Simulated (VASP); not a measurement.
# Au (Pm-3m) in VASP: a series of runs

Runs on Au. Level: PBE. Tasks: single point.

Everything below comes from runs of VASP 6.6.1. Logs are shortened: lines on timing, memory, paths and dates and some standing lists are left out, and cuts for length are marked.

### 1 The cell of the first run

It takes space group Pm-3m (No. 221, cubic). The conventional cell has a = 2.668 Å, b = 2.668 Å, c = 2.668 Å, α = 90.00°, β = 90.00°, γ = 90.00°. Au (site symmetry m-3m) has 6 Au at 2.67 Å within 3.5 Å.

### 2 Single point, PBE

Contents of INCAR:

```
SYSTEM = Au
ALGO = Fast
EDIFF = 1E-6
ENCUT = 520
GGA = PE
ISIF = 2
ISMEAR = 0
LASPH = .TRUE.
LCHARG = .FALSE.
LREAL = .FALSE.
LWAVE = .FALSE.
NBANDS = 12
NELM = 100
PREC = Accurate
SIGMA = 0.1
```

Contents of KPOINTS:

```
k-points
0
G
  6 6 6
  0 0 0
```

Contents of POSCAR:

```
Au
1.0
    2.6683366361      0.0000000000      0.0000000000
    0.0000000000      2.6683366361      0.0000000000
    0.0000000000      0.0000000000      2.6683366361
Au
1
Direct
    0.0000000000      0.0000000000      0.0000000000
```

Potentials or basis: VASP PAW PBE potentials, release 64 (Au).

On the command line:

```
$ cat potpaw_PBE.64/Au/POTCAR > POTCAR
$ mpirun -np 1 vasp_std > vasp.out
```

OUTCAR:

```text
SYSTEM = Au
   EDIFF = 1E-6
   ENCUT = 520
   GGA = PE
   ISIF = 2
   ISMEAR = 0
   LASPH = .TRUE.
   LREAL = .FALSE.
   NELM = 100
   PREC = Accurate

 ion  position               nearest neighbor table
   1  0.000  0.000  0.000-

  LATTYP: Found a simple cubic cell.
 ALAT       =     2.6683366361

  Lattice vectors:

 A1 = (   2.6683366361,   0.0000000000,   0.0000000000)
 A2 = (   0.0000000000,   2.6683366361,   0.0000000000)
 A3 = (   0.0000000000,   0.0000000000,   2.6683366361)

Analysis of symmetry for initial positions (statically):
=====================================================================
 Subroutine PRICEL returns:
 Original cell was already a primitive cell.

 Routine SETGRP: Setting up the symmetry group for a
 simple cubic supercell.

 Subroutine GETGRP returns: Found 48 space group operations
 (whereof 48 operations were pure point group operations)
 out of a pool of 48 trial point group operations.

The static configuration has the point symmetry O_h .

Analysis of symmetry for dynamics (positions and initial velocities):
=====================================================================
 Subroutine PRICEL returns:
 Original cell was already a primitive cell.

 Routine SETGRP: Setting up the symmetry group for a
 simple cubic supercell.

 Subroutine GETGRP returns: Found 48 space group operations
 (whereof 48 operations were pure point group operations)
 out of a pool of 48 trial point group operations.

The dynamic configuration has the point symmetry O_h .

 Subroutine INISYM returns: Found 48 space group operations
 (whereof 48 operations are pure point group operations),
 and found     1 'primitive' translations

----------------------------------------------------------------------------------------

                                     Primitive cell

  volume of cell :      18.9986

  direct lattice vectors                    reciprocal lattice vectors
     2.668336636  0.000000000  0.000000000     0.374765308  0.000000000  0.000000000
     0.000000000  2.668336636  0.000000000     0.000000000  0.374765308  0.000000000
     0.000000000  0.000000000  2.668336636     0.000000000  0.000000000  0.374765308

  length of vectors
     2.668336636  2.668336636  2.668336636     0.374765308  0.374765308  0.374765308

  position of ions in fractional coordinates (direct lattice)
     0.000000000  0.000000000  0.000000000

  ion indices of the primitive-cell ions
   primitive index   ion index
                 1           1

----------------------------------------------------------------------------------------

 KPOINTS: k-points

Automatic generation of k-mesh.
 Grid dimensions read from file:
 generate k-points for:    6    6    6

 Generating k-lattice:

  Cartesian coordinates                     Fractional coordinates (reciprocal lattice)
     0.062460885  0.000000000  0.000000000     0.166666667  0.000000000  0.000000000
     0.000000000  0.062460885  0.000000000     0.000000000  0.166666667  0.000000000
     0.000000000  0.000000000  0.062460885     0.000000000  0.000000000  0.166666667

  Length of vectors
     0.062460885  0.062460885  0.062460885

  Shift w.r.t. Gamma in fractional coordinates (k-lattice)
     0.000000000  0.000000000  0.000000000

 Subroutine IBZKPT returns following result:
 ===========================================

 Found     20 irreducible k-points:

 Following reciprocal coordinates:
            Coordinates               Weight
  0.000000  0.000000  0.000000      1.000000
  0.166667  0.000000  0.000000      6.000000
  0.333333  0.000000  0.000000      6.000000
  0.500000  0.000000  0.000000      3.000000
  0.166667  0.166667  0.000000     12.000000
  0.333333  0.166667  0.000000     24.000000
[... 12 lines left out ...]
  0.500000  0.500000  0.333333      6.000000
  0.500000  0.500000  0.500000      1.000000
   k-points           NKPTS =     20   k-points in BZ     NKDIM =     20   number of bands    NBANDS=     12
   number of dos      NEDOS =    301   number of ions     NIONS =      1
   total plane-waves  NPLWV =   8000
   dimension x,y,z NGX =    20 NGY =   20 NGZ =   20
   dimension x,y,z NGXF=    40 NGYF=   40 NGZF=   40
   ions per type =               1
   NGX,Y,Z   is equivalent  to a cutoff of  12.46, 12.46, 12.46 a.u.
   NGXF,Y,Z  is equivalent  to a cutoff of  24.92, 24.92, 24.92 a.u.
 SYSTEM =  Au
   PREC   = accura    normal or accurate (medium, high low for compatibility)
   ISTART =      0    job   : 0-new  1-cont  2-samecut
   ICHARG =      2    charge: 1-file 2-atom 10-const
   ISPIN  =      1    spin polarized calculation?
   LNONCOLLINEAR =      F non collinear calculations
   LSORBIT =      F    spin-orbit coupling
   LASPH  =      T    aspherical Exc in radial PAW
   ENCUT  =  520.0 eV  38.22 Ry    6.18 a.u.   4.96  4.96  4.96*2*pi/ulx,y,z
   NELM   =    100;   NELMIN=  2; NELMDL= -5     # of ELM steps
   EDIFF  = 0.1E-05   stopping-criterion for ELM
   LREAL  =      F    real-space projection
   EDIFFG = 0.1E-04   stopping-criterion for IOM
   NSW    =      0    number of steps for IOM
   IBRION =     -1    ionic relax: 0-MD 1-quasi-New 2-CG
   NFREE  =      0    steps in history (QN), initial steepest desc. (CG)
   ISIF   =      2    stress and relaxation
   ISYM   =      2    0-nonsym 1-usesym 2-fastsym
   POTIM  = 0.5000    time-step for ionic-motion
   TEBEG  =    0.0;   TEEND  =   0.0 temperature during run
   PSTRESS=    0.0 pullay stress
   NELECT =      11.0000    total number of electrons
   NUPDOWN=      -1.0000    fix difference up-down
   EMIN   =  10.00;   EMAX   =-10.00  energy-range for DOS
   EFERMI =   0.00;   METHOD = LEGACY
   ISMEAR =     0;   SIGMA  =   0.10  broadening in eV -4-tet -1-fermi 0-gaus
   EFERMI_NEDOS =   21; number of points for ismear=-14 and -15
   IALGO  =     68    algorithm
   IMIX   =      4    mixing-type and parameters
     AMIX     =   0.40;   BMIX     =  1.00
     AMIX_MAG =   1.60;   BMIX_MAG =  1.00
  volume/ion in A,a.u.               =      19.00       128.21
  Fermi-wavevector in a.u.,A,eV,Ry     =   1.364474  2.578481 25.331163  1.861788
  Thomas-Fermi vector in A             =   2.490786
   LORBIT       =      0    0 simple, 1 ext, 2 COOP (PROOUT), +10 PAW based schemes
   GGA     = PE    functional components
   LHFCALC =     F    Hartree Fock is set to
   AEXX    =    0.0000 exact exchange contribution
   IVDW    =     0    specifies the selected vdW correction
   LEPSILON=     F    determine dielectric tensor
   LRPA    =     F    only Hartree local field effects (RPA)
 non-spin polarized calculation
 RMM-DIIS sequential band-by-band and
 Gauss-broadening in eV      SIGMA  =   0.10
  energy-cutoff  :      520.00
  volume of cell :       19.00
 maximum number of plane-waves:       536
 NGX is ok and might be reduce to    20
   NGX =  9   NGY =  9   NGZ =  9

 number of electron      11.0000002 magnetization

 Free energy of the ion-electron system (eV)
  ---------------------------------------------------
  ext. energy  EPLUGINS =         0.00000000
  ---------------------------------------------------
  free energy    TOTEN  =        -3.03089047 eV

  energy without entropy =       -3.02743486  energy(sigma->0) =       -3.02916266

 E-fermi :   7.2670     XC(G=0): -11.9452

 val. band max:        7.2596462565   @ k =   0.5000   0.5000   0.0000
 cond. band min:       7.2864193641   @ k =   0.5000   0.5000   0.1667
 fundamental gap:      0.0267731075
 Fermi energy:         7.2669795000

 k-point     1 :       0.0000    0.0000    0.0000
  band No.  band energies     occupation
      1      -1.0175      2.00000
      2       1.1631      2.00000
      3       1.1631      2.00000
      4       5.9601      2.00000
      5       5.9601      2.00000
      6       5.9601      2.00000
      7      21.8284      0.00000
      8      21.8284      0.00000
      9      21.8284      0.00000
     10      27.1146      0.00000
     11      29.6135      0.00000
     12      29.6135      0.00000

 k-point     2 :       0.1667    0.0000    0.0000
  band No.  band energies     occupation
      1      -0.3649      2.00000
      2       1.2717      2.00000
      3       1.8032      2.00000
      4       5.4925      2.00000
      5       5.4925      2.00000
      6       5.9991      2.00000
      7      18.0375      0.00000
      8      22.9743      0.00000
      9      22.9743      0.00000
     10      27.4560      0.00000
     11      28.1767      0.00000
     12      33.1997      0.00000

 k-point     3 :       0.3333    0.0000    0.0000
  band No.  band energies     occupation
      1       0.7169      2.00000
      2       1.4977      2.00000
      3       4.0839      2.00000
      4       4.6704      2.00000
      5       4.6704      2.00000
      6       6.0779      2.00000
      7      13.1447      0.00000
      8      24.9123      0.00000
      9      25.5546      0.00000
     10      25.5546      0.00000
     11      27.4709      0.00000
     12      34.7183      0.00000

 k-point     4 :       0.5000    0.0000    0.0000
  band No.  band energies     occupation
      1       1.1760      2.00000
      2       1.6156      2.00000
      3       4.3026      2.00000
      4       4.3026      2.00000
      5       6.1178      2.00000
      6       6.6999      2.00000
      7       9.8662      0.00000
      8      23.9460      0.00000
      9      26.4149      0.00000
     10      27.3181      0.00000
     11      27.3181      0.00000
     12      33.2974      0.00000

 k-point     5 :       0.1667    0.1667    0.0000
  band No.  band energies     occupation
      1       0.2900      2.00000
      2       1.7051      2.00000
      3       2.0924      2.00000
      4       4.9988      2.00000
      5       5.4910      2.00000
      6       5.5955      2.00000
      7      18.8259      0.00000
      8      19.1320      0.00000
      9      24.1525      0.00000
     10      27.2009      0.00000
     11      31.7652      0.00000
     12      31.8422      0.00000
[... 168 lines left out ...]
      1       2.3079      2.00000
      2       2.9344      2.00000
      3       2.9344      2.00000
      4       5.1354      2.00000
      5       5.1354      2.00000
      6       8.7734      0.00000
      7      18.2056      0.00000
      8      18.2056      0.00000
      9      18.8413      0.00000
     10      24.7746      0.00000
     11      26.5221      0.00000
     12      26.5221      0.00000

 k-point    18 :       0.5000    0.3333    0.3333
  band No.  band energies     occupation
      1       2.0781      2.00000
      2       2.4885      2.00000
      3       2.9138      2.00000
      4       5.1945      2.00000
      5       6.1282      2.00000
      6      12.0843      0.00000
      7      13.6751      0.00000
      8      19.3691      0.00000
      9      19.8955      0.00000
     10      23.1579      0.00000
     11      24.6522      0.00000
     12      27.8429      0.00000

 k-point    19 :       0.5000    0.5000    0.3333
  band No.  band energies     occupation
      1       1.7680      2.00000
      2       2.4773      2.00000
      3       2.4773      2.00000
      4       5.6497      2.00000
      5       7.3403      0.29972
      6      15.0174      0.00000
      7      15.0174      0.00000
      8      15.4177      0.00000
      9      18.1089      0.00000
     10      25.2902      0.00000
     11      25.4031      0.00000
     12      26.0206      0.00000

 k-point    20 :       0.5000    0.5000    0.5000
  band No.  band energies     occupation
      1       1.9751      2.00000
      2       1.9751      2.00000
      3       1.9751      2.00000
      4       7.3675      0.15514
      5       7.3675      0.15514
      6      16.3151      0.00000
      7      16.3151      0.00000
      8      16.3151      0.00000
      9      17.5355      0.00000
     10      21.1525      0.00000
     11      24.8348      0.00000
     12      24.8348      0.00000

------------------------ aborting loop because EDIFF is reached ----------------------------------------

  FORCE on cell =-STRESS in cart. coord.  units (eV):
  Direction    XX          YY          ZZ          XY          YZ          ZX
  --------------------------------------------------------------------------------------
  -------------------------------------------------------------------------------------
  Total        1.1047850      1.1047850      1.1047850      0.0000000      0.0000000     -0.0000000
  in kB       93.1679436     93.1679436     93.1679436      0.0000000      0.0000000     -0.0000000
  external PRESSURE =      93.1679436 kB  Pullay stress =       0.0000000 kB

 VOLUME and BASIS-vectors are now :
 -----------------------------------------------------------------------------
  energy-cutoff  :      520.00
  volume of cell :       19.00
      direct lattice vectors                 reciprocal lattice vectors
     2.668336636  0.000000000  0.000000000     0.374765308  0.000000000  0.000000000
     0.000000000  2.668336636  0.000000000     0.000000000  0.374765308  0.000000000
     0.000000000  0.000000000  2.668336636     0.000000000  0.000000000  0.374765308

 POSITION                                       TOTAL-FORCE (eV/Angst)
 -----------------------------------------------------------------------------------
      0.00000      0.00000      0.00000         0.000000      0.000000      0.000000
 -----------------------------------------------------------------------------------
    total drift:                               -0.000000      0.000000      0.000000

  FREE ENERGIE OF THE ION-ELECTRON SYSTEM (eV)
  ---------------------------------------------------
  free  energy   TOTEN  =        -3.0308904684 eV

  energy  without entropy=       -3.0274348568  energy(sigma->0) =       -3.02916266
```

Wall time 2.6 s (1 thread of Intel Xeon 6975P-C (Granite Rapids), shared host); peak memory 0.11 GiB.

Results:

| Quantity | Value |
| --- | --- |
| Free energy | -3.0309 eV |
| Pressure | 9.3 GPa |

Levels at points of the mesh, in eV from the Fermi level:
| k point | band 2 | band 3 | band 4 | band 5 | band 6 | band 7 | band 8 | band 9 |
| --- | --- | --- | --- | --- | --- | --- | --- | --- |
| (0.00, 0.00, 0.00) | -6.10 | -6.10 | -1.31 | -1.31 | -1.31 | 14.56 | 14.56 | 14.56 |
| (0.50, 0.00, 0.00) | -5.65 | -2.96 | -2.96 | -1.15 | -0.57 | 2.60 | 16.68 | 19.15 |
| (0.50, 0.50, 0.00) | -5.23 | -2.67 | -2.67 | -0.01 | 4.05 | 4.05 | 7.42 | 12.19 |
| (0.50, 0.50, 0.50) | -5.29 | -5.29 | 0.10 | 0.10 | 9.05 | 9.05 | 9.05 | 10.27 |

Caveat: the k points lie up to 0.39 Å⁻¹ apart; spin-orbit coupling is left out, which moves the levels of the heavy elements.

### 3 Single point, PBE

This run uses another cell than the first one, of 20.41 Å³/atom, 1.074 times its volume.

Contents of INCAR:

```
SYSTEM = Au
ALGO = Normal ; EDIFF = 1E-6
ENCUT = 520 ; GGA = PE
ISIF = 2 ; ISMEAR = 0
LASPH = .TRUE. ; LCHARG = .FALSE.
LREAL = .FALSE. ; LWAVE = .FALSE.
NBANDS = 12 ; NELM = 100
PREC = Accurate ; SIGMA = 0.1
```

KPOINTS is that of step 2.

Contents of POSCAR:

```
Au
1.0
    2.7327233606      0.0000000000      0.0000000000
    0.0000000000      2.7327233606      0.0000000000
    0.0000000000      0.0000000000      2.7327233606
Au
1
Direct
    0.0000000000      0.0000000000      0.0000000000
```

Potentials or basis: VASP PAW PBE potentials, release 64 (Au).

On the command line:

```
$ cat potpaw_PBE.64/Au/POTCAR > POTCAR
$ mpirun -np 1 vasp_std > vasp.out
```

Run time: 2.3 s. Hardware: 1 thread of Intel Xeon 6975P-C (Granite Rapids), shared host; peak memory 0.12 GiB.

It converged, with:

| Property | Result |
| --- | --- |
| Free energy | -3.0679 eV |
| Pressure | -0.1 GPa |

Levels at points of the mesh, in eV from the Fermi level:
```csv
k point,band 2,band 3,band 4,band 5,band 6,band 7,band 8,band 9
"(0.00, 0.00, 0.00)",-5.46,-5.46,-1.20,-1.20,-1.20,14.26,14.26,14.26
"(0.50, 0.00, 0.00)",-5.06,-2.65,-2.65,-1.06,-0.15,2.38,16.70,18.85
"(0.50, 0.50, 0.00)",-4.70,-2.39,-2.39,-0.04,4.17,4.17,6.82,11.87
"(0.50, 0.50, 0.50)",-4.71,-4.71,0.05,0.05,8.80,8.80,8.80,10.51
```

Caveat: the k points lie up to 0.38 Å⁻¹ apart; spin-orbit coupling is left out, which moves the levels of the heavy elements.
